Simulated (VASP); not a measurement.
# N (P6_3/mmc) in VASP: notebook, part 2 of 2

VASP 6.6.1. Earlier steps stand in the parts before.

## (4) Single point, PBEsol (strain -0.080 along x and y, +0.040 along z)

INCAR reads:

```
PREC     = Accurate       # precision mode
ENCUT    = 520            # plane-wave cutoff, eV
EDIFF    = 1E-6           # SCF threshold, eV
ISMEAR   = 0              # smearing method
SIGMA    = 0.05           # smearing width, eV
LREAL    = False          # projectors in reciprocal space
LASPH    = True           # aspherical terms in the spheres
NELM     = 60             # most SCF steps
ALGO     = Normal         # electronic algorithm
ISIF     = 2              # what is computed and relaxed
LWAVE    = False          # write WAVECAR
LCHARG   = True           # write CHGCAR
GGA      = PS             # functional
LELF     = True           # ELF
LVHAR    = True         
NBANDS   = 18             # bands
```

KPOINTS reads:

```
Automatic mesh
0
Gamma
  6 6 4
```

POSCAR reads:

```
N
1.0
    3.8338541858      0.0000000000      0.0000000000
   -1.9169270929      3.3202151193      0.0000000000
    0.0000000000      0.0000000000      7.2862436504
N
4
Direct
    0.3333333333      0.6666666667      0.3289300400
    0.3333333333      0.6666666667      0.1710699600
    0.6666666667      0.3333333333      0.8289300400
    0.6666666667      0.3333333333      0.6710699600
```

Potentials or basis: VASP PAW PBE potentials, release 64 (N).

Started as:

```sh
$ cat potpaw_PBE.64/N/POTCAR > POTCAR
$ mpirun -np 1 vasp_std > vasp.out
```

OUTCAR:

```text
PREC = Accurate
   ENCUT = 520
   EDIFF = 1E-6
   ISMEAR = 0
   LREAL = False
   LASPH = True
   NELM = 60
   ISIF = 2
   GGA = PS

 ion  position               nearest neighbor table
   1  0.333  0.667  0.329-   2 1.15
   2  0.333  0.667  0.171-   1 1.15
   3  0.667  0.333  0.829-   4 1.15
   4  0.667  0.333  0.671-   3 1.15

  LATTYP: Found a hexagonal cell.
 ALAT       =     3.8338541858
 C/A-ratio  =     1.9005009834

  Lattice vectors:
[... 631 lines left out ...]

  FORCE on cell =-STRESS in cart. coord.  units (eV):
  Direction    XX          YY          ZZ          XY          YZ          ZX
  --------------------------------------------------------------------------------------
  -------------------------------------------------------------------------------------
  Total        0.1382326      0.1382326    -11.5470169      0.0000000     -0.0000000      0.0000000
  in kB        2.3878966      2.3878966   -199.4687557      0.0000000     -0.0000000      0.0000000
  external PRESSURE =     -64.8976542 kB  Pullay stress =       0.0000000 kB

 VOLUME and BASIS-vectors are now :
 -----------------------------------------------------------------------------
  energy-cutoff  :      520.00
  volume of cell :       92.75
      direct lattice vectors                 reciprocal lattice vectors
     3.833854186  0.000000000  0.000000000     0.260834124  0.150592652  0.000000000
    -1.916927093  3.320215119  0.000000000     0.000000000  0.301185304  0.000000000
     0.000000000  0.000000000  7.286243650     0.000000000  0.000000000  0.137244930

 POSITION                                       TOTAL-FORCE (eV/Angst)
 -----------------------------------------------------------------------------------
     -0.00000      2.21348      2.39666         0.000000      0.000000     -5.072164
     -0.00000      2.21348      1.24646         0.000000     -0.000000      5.072164
      1.91693      1.10674      6.03979        -0.000000      0.000000     -5.072164
      1.91693      1.10674      4.88958        -0.000000     -0.000000      5.072164
 -----------------------------------------------------------------------------------
    total drift:                               -0.000000      0.000000     -0.000000

  FREE ENERGIE OF THE ION-ELECTRON SYSTEM (eV)
  ---------------------------------------------------
  free  energy   TOTEN  =       -33.9101518373 eV

  energy  without entropy=      -33.9101518373  energy(sigma->0) =      -33.91015184
```

stdout:

```text
POSCAR found type information on POSCAR N
 POSCAR found :  1 types and       4 ions
 scaLAPACK will be used
 -----------------------------------------------------------------------------
|                                                                             |
|                                                                             |
|     You enforced a specific xc type in the INCAR file but a different       |
|     I HOPE YOU KNOW WHAT YOU ARE DOING!                                     |
|                                                                             |
 -----------------------------------------------------------------------------

 LDA part: xc-table for (Slater+PW92), standard interpolation
 POSCAR, INCAR and KPOINTS ok, starting setup
 FFT: planning ... GRIDC
 FFT: planning ... GRID_SOFT
 FFT: planning ... GRID
 WAVECAR not read
 entering main loop
```

Run time: 15 s. Hardware: 1 thread of AMD EPYC 9R45 (Zen 5), shared host; peak memory 0.17 GiB.

Results:

```yaml
Free_energy: -33.9102 eV
Pressure: -6.5 GPa
Largest_force: 5.072 eV/Å
Band_gap_on_the_k_mesh: 6.42 eV, indirect (least direct gap 6.59 eV)
```

Forces in eV/Å, atoms in the order of the input:
```
N    0.000  0.000 -5.072
N    0.000  0.000  5.072
N    0.000  0.000 -5.072
N    0.000  0.000  5.072
```

Levels at points of the mesh, in eV from the valence-band top:
| k point | band 7 | band 8 | band 9 | band 10 | band 11 | band 12 | band 13 | band 14 |
| --- | --- | --- | --- | --- | --- | --- | --- | --- |
| (0.00, 0.00, 0.00) | -1.33 | -1.33 | -1.27 | 0.00 | 7.31 | 7.31 | 7.67 | 7.67 |
| (0.50, 0.00, 0.00) | -1.57 | -1.41 | -0.56 | -0.18 | 6.42 | 6.99 | 7.07 | 7.70 |
| (0.00, 0.00, 0.50) | -1.38 | -1.38 | -0.57 | -0.57 | 7.48 | 7.48 | 7.48 | 7.48 |
| (0.50, 0.00, 0.50) | -1.49 | -1.49 | -0.43 | -0.43 | 6.77 | 6.77 | 7.34 | 7.34 |

Caveat: the cell differs from its parent crystal (strain -0.080 along x and y, +0.040 along z); the standard files for N, O and F lose accuracy on very short bonds; the PAW data sets were made with another functional, which shifts forces and pressure a little. A k mesh can miss the band edges.

## (5) Single point, PBEsol (strain -0.040 along x and y, -0.040 along z)

INCAR reads:

```
PREC = Accurate ; ENCUT = 520
EDIFF = 1E-6 ; ISMEAR = 0
SIGMA = 0.05 ; LREAL = F
LASPH = T ; NELM = 100
ALGO = Normal ; ISIF = 2
LWAVE = F ; LCHARG = T
GGA = PS ; LELF = T
LVHAR = T ; NBANDS = 18
```

KPOINTS is that of step 4.

POSCAR reads:

```
N
1.0
    4.0005434982      0.0000000000      0.0000000000
   -2.0002717491      3.4645722984      0.0000000000
    0.0000000000      0.0000000000      6.7257633696
N
4
Direct
    0.3333333333      0.6666666667      0.3289300400
    0.3333333333      0.6666666667      0.1710699600
    0.6666666667      0.3333333333      0.8289300400
    0.6666666667      0.3333333333      0.6710699600
```

Potentials or basis: VASP PAW PBE potentials, release 64 (N).

Started as:

```sh
$ cat potpaw_PBE.64/N/POTCAR > POTCAR
$ mpirun -np 1 vasp_std > vasp.out
```

OUTCAR:

```text
PREC = Accurate
   ENCUT = 520
   EDIFF = 1E-6
   ISMEAR = 0
   LREAL = F
   LASPH = T
   NELM = 100
   ISIF = 2
   GGA = PS

 ion  position               nearest neighbor table
   1  0.333  0.667  0.329-   2 1.06
   2  0.333  0.667  0.171-   1 1.06
   3  0.667  0.333  0.829-   4 1.06
   4  0.667  0.333  0.671-   3 1.06

  LATTYP: Found a hexagonal cell.
 ALAT       =     4.0005434982
 C/A-ratio  =     1.6812124084

  Lattice vectors:

 A1 = (   4.0005434982,   0.0000000000,   0.0000000000)
 A2 = (  -2.0002717491,   3.4645722984,   0.0000000000)
 A3 = (   0.0000000000,   0.0000000000,   6.7257633696)

Analysis of symmetry for initial positions (statically):
=====================================================================
 Subroutine PRICEL returns:
 Original cell was already a primitive cell.

 Routine SETGRP: Setting up the symmetry group for a
 hexagonal supercell.

 Subroutine GETGRP returns: Found 24 space group operations
[... 165 lines left out ...]

  energy without entropy =      -33.67908473  energy(sigma->0) =      -33.67908473

 E-fermi :  -5.9999     XC(G=0):  -6.2257

 val. band max:       -6.2287348908   @ k =   0.0000   0.0000   0.0000
 cond. band min:       0.9772809085   @ k =   0.3333   0.3333   0.0000
 fundamental gap:      7.2060157993
 Fermi energy:        -5.9999481278

 k-point     1 :       0.0000    0.0000    0.0000
  band No.  band energies     occupation
      1     -25.6066      2.00000
      2     -25.5744      2.00000
      3     -10.2850      2.00000
      4      -9.2687      2.00000
      5      -8.5354      2.00000
      6      -8.5354      2.00000
[... 418 lines left out ...]
      5      -8.7168      2.00000
      6      -8.7168      2.00000
[... 10 lines left out ...]
     17       6.7941      0.00000
     18       6.7941      0.00000

------------------------ aborting loop because EDIFF is reached ----------------------------------------

  FORCE on cell =-STRESS in cart. coord.  units (eV):
  Direction    XX          YY          ZZ          XY          YZ          ZX
  --------------------------------------------------------------------------------------
  -------------------------------------------------------------------------------------
  Total        0.0636399      0.0636399     19.6599574      0.0000000      0.0000000      0.0000000
  in kB        1.0937791      1.0937791    337.8959182      0.0000000      0.0000000      0.0000000
  external PRESSURE =     113.3611588 kB  Pullay stress =       0.0000000 kB

 VOLUME and BASIS-vectors are now :
 -----------------------------------------------------------------------------
  energy-cutoff  :      520.00
  volume of cell :       93.22
      direct lattice vectors                 reciprocal lattice vectors
     4.000543498  0.000000000  0.000000000     0.249966036  0.144317958  0.000000000
    -2.000271749  3.464572298  0.000000000     0.000000000  0.288635916  0.000000000
     0.000000000  0.000000000  6.725763370     0.000000000  0.000000000  0.148682008

 POSITION                                       TOTAL-FORCE (eV/Angst)
 -----------------------------------------------------------------------------------
     -0.00000      2.30971      2.21231        -0.000000      0.000000      9.241209
     -0.00000      2.30971      1.15058         0.000000      0.000000     -9.241209
      2.00027      1.15486      5.57519        -0.000000     -0.000000      9.241209
      2.00027      1.15486      4.51346         0.000000     -0.000000     -9.241209
 -----------------------------------------------------------------------------------
    total drift:                               -0.000000      0.000000      0.000000

  FREE ENERGIE OF THE ION-ELECTRON SYSTEM (eV)
  ---------------------------------------------------
  free  energy   TOTEN  =       -33.6790847255 eV

  energy  without entropy=      -33.6790847255  energy(sigma->0) =      -33.67908473
```

OSZICAR:

```text
N       E                     dE             d eps       ncg     rms          rms(c)
DAV:   1     0.117354671824E+03    0.11735E+03   -0.94878E+03   756   0.932E+02
DAV:   2    -0.255636311048E+02   -0.14292E+03   -0.13936E+03   980   0.230E+02
DAV:   3    -0.357652807210E+02   -0.10202E+02   -0.10138E+02   872   0.681E+01
DAV:   4    -0.358472544088E+02   -0.81974E-01   -0.81939E-01   816   0.763E+00
DAV:   5    -0.358479474546E+02   -0.69305E-03   -0.69303E-03   864   0.636E-01    0.122E+01
DAV:   6    -0.340807507962E+02    0.17672E+01   -0.21200E+00   802   0.995E+00    0.703E+00
DAV:   7    -0.336853366063E+02    0.39541E+00   -0.14154E+00   906   0.815E+00    0.199E+00
DAV:   8    -0.336789920429E+02    0.63446E-02   -0.10419E-01   804   0.241E+00    0.301E-01
DAV:   9    -0.336786358092E+02    0.35623E-03   -0.45829E-03   790   0.486E-01    0.140E-01
DAV:  10    -0.336790535856E+02   -0.41778E-03   -0.46781E-04   758   0.194E-01    0.534E-02
DAV:  11    -0.336790746551E+02   -0.21069E-04   -0.19804E-05   810   0.442E-02    0.866E-03
DAV:  12    -0.336790865559E+02   -0.11901E-04   -0.16968E-05   758   0.325E-02    0.139E-02
DAV:  13    -0.336790847700E+02    0.17859E-05   -0.12005E-06   626   0.101E-02    0.194E-03
DAV:  14    -0.336790847255E+02    0.44482E-07   -0.40875E-07   594   0.477E-03
   1 F= -.33679085E+02 E0= -.33679085E+02  d E =-.158509E-12
```

It took 15 s on 1 thread of AMD EPYC 9R45 (Zen 5), shared host; peak memory 0.16 GiB.

Results:

| Quantity | Value |
| --- | --- |
| Free energy | -33.6791 eV |
| Pressure | 11.3 GPa |
| Largest force | 9.241 eV/Å |
| Band gap on the k mesh | 7.21 eV, indirect (least direct gap 7.60 eV) |

Forces in eV/Å, atoms in the order of the input:
```
N    0.000  0.000  9.241
N    0.000  0.000 -9.241
N    0.000  0.000  9.241
N    0.000  0.000 -9.241
```

Stress tensor (GPa, compression positive):
```
 0.11  0.00  0.00
 0.00  0.11  0.00
 0.00  0.00 33.79
```

Caveat: the cell differs from its parent crystal (strain -0.040 along x and y, -0.040 along z); the standard files for N, O and F lose accuracy on very short bonds; the PAW data sets were made with another functional, which shifts forces and pressure a little. A k mesh can miss the band edges.

## (6) Overview

| cell | gap on the mesh (eV) | pressure (GPa) | largest force (eV/Å) |
| --- | --- | --- | --- |
| a = 3.834, b = 3.834, c = 7.006 Å, angles 90.0, 90.0, 120.0°, 4 atoms | 6.74 | 1.5 | 0.89 |
| a = 4.001, b = 4.001, c = 6.446 Å, angles 90.0, 90.0, 120.0°, 4 atoms | 7.55 | 25.1 | 20.64 |
| a = 3.834, b = 3.834, c = 7.286 Å, angles 90.0, 90.0, 120.0°, 4 atoms | 6.42 | -6.5 | 5.07 |
| a = 4.001, b = 4.001, c = 6.726 Å, angles 90.0, 90.0, 120.0°, 4 atoms | 7.21 | 11.3 | 9.24 |

Alike in all rows: task single point; level PBEsol; potentials or basis VASP PAW PBE potentials, release 64 (N); no spin polarisation; k mesh 6 × 6 × 4; cutoff (eV) 520; smearing gaussian 0.05 eV.

Caveats: the standard files for N, O and F lose accuracy on very short bonds; the PAW data sets were made with another functional, which shifts forces and pressure a little.

Total energies depend on the potentials used, so only differences within one code and one set of settings carry meaning.
